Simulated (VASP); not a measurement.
Write the native input for VASP 6.6.1 that does the following.

| Property | Result |
| --- | --- |
| Task | single point |
| Functional | PBE |
| Potentials or basis | VASP PAW PBE potentials, release 64 (Ag) |
| Cutoff | 500 eV |
| k mesh | 16 × 16 × 16 |
| Occupations | gaussian, width 0.1 eV |
| Spin | no spin polarisation |
| Dipole correction | no |
| Further INCAR settings | ALGO = Normal; EDIFF = 1e-06; NBANDS = 12 |

The structure of Ag lies in POSCAR:

```
Ag
1.0
    0.0000000000      2.0741095535      2.0741095535
    2.0741095535      0.0000000000      2.0741095535
    2.0741095535      2.0741095535      0.0000000000
Ag
1
Direct
    0.0000000000      0.0000000000      0.0000000000
```

The input as run:

INCAR

```
PREC = Accurate
ENCUT = 500
EDIFF = 1E-6
ISMEAR = 0
SIGMA = 0.1
LREAL = F
LASPH = T
NELM = 120
ALGO = Normal
ISIF = 2
LWAVE = F
LCHARG = F
GGA = PE
NBANDS = 12
GGA_COMPAT = F
```

KPOINTS

```
regular mesh
0
Gamma
  16 16 16
```

Potentials or basis: VASP PAW PBE potentials, release 64 (Ag).

Launch:

```bash
$ cat potpaw_PBE.64/Ag/POTCAR > POTCAR
$ mpirun -np 1 vasp_std > vasp.out
```

Results of the run:

```
Pressure               : -0.1 GPa
Band gap on the k mesh : zero (an odd number of electrons rules out a gap without spin polarisation)
```

Run time: 19 s on 1 thread of Intel Xeon 8259CL, on a shared host, peak memory 0.16 GiB.
